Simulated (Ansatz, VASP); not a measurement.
## Ba in VASP and in Ansatz

```
Ba
1.0
    -2.45000    2.50000    2.50000
     2.50000   -2.45000    2.50000
     2.50000    2.50000   -2.45000
Ba
1
Direct
  0.00000 0.00000 0.00000
```

Change from the starting cell: equal xy, yz and zx shear strains of +2 %, crystal datasets.

Alike in both runs: task electric field gradients; functional PBEsol; k mesh 10 × 10 × 10; occupations fermi-dirac, width 0.05 eV; no spin polarisation.

|  | VASP | Ansatz |
| --- | --- | --- |
| version | VASP 6.6.1 | Ansatz 0.2.0 |
| potentials or method | VASP PAW PBE potentials, release 64 (Ba_sv), cutoff 520 eV | all-electron PAW with datasets made for the crystal, scalar-relativistic |

|  | VASP | Ansatz | Ansatz less VASP |
| --- | --- | --- | --- |
| pressure (GPa) | -0.5 | -0.6 | -0.06 |
| traceless stress, the component that is largest in VASP (GPa) | -0.19 | -0.19 | +0.001 |
| size of Vzz on the site where it differs most (V/Å²) | 9.2 | 8.6 | -0.59 |

VASP's potentials were made for PBE, not for PBEsol. Ansatz ran all-electron here, and VASP with PAW potentials.

Neither program's run includes spin-orbit coupling.
